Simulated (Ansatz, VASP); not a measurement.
Two plane-wave programs on Hf4N

```
CELL_PARAMETERS angstrom
4.50933 0.00000 0.00000
0.00000 4.50933 0.00000
0.00000 0.00000 4.50933
ATOMIC_POSITIONS crystal
Hf 0.50000 0.00000 0.00000
Hf 0.00000 0.50000 0.00000
Hf 0.00000 0.00000 0.50000
Hf 0.50000 0.50000 0.50000
N 0.00000 0.00000 0.00000
```

Alike in both runs: functional PBE; k mesh 4 × 4 × 4; occupations gaussian, width 0.1 eV; no spin polarisation.

Ansatz relaxed the structure, and its values are those at the end. VASP's run is a single point on that final structure, the one shown.

|  | VASP | Ansatz |
| --- | --- | --- |
| version | VASP 6.6.1 | Ansatz 0.2.0 |
| potentials or method | VASP PAW PBE potentials, release 64 (Hf_pv, N), cutoff 520 eV | scalar-relativistic, plane waves, PAW |
| valence electrons in the cell | 45 | 109 |

|  | VASP | Ansatz | Ansatz less VASP |
| --- | --- | --- | --- |
| gap on the k mesh at the Fermi level (eV) | none | none | - |
| pressure (GPa) | -0.8 | 0.0 | +0.83 |

A gap of «none» marks a metal or a gap that the smearing closes. VASP's potentials hold 45 valence electrons a cell and Ansatz's 109, so a difference there can come from the potentials and not from the codes.

Neither program's run includes spin-orbit coupling.
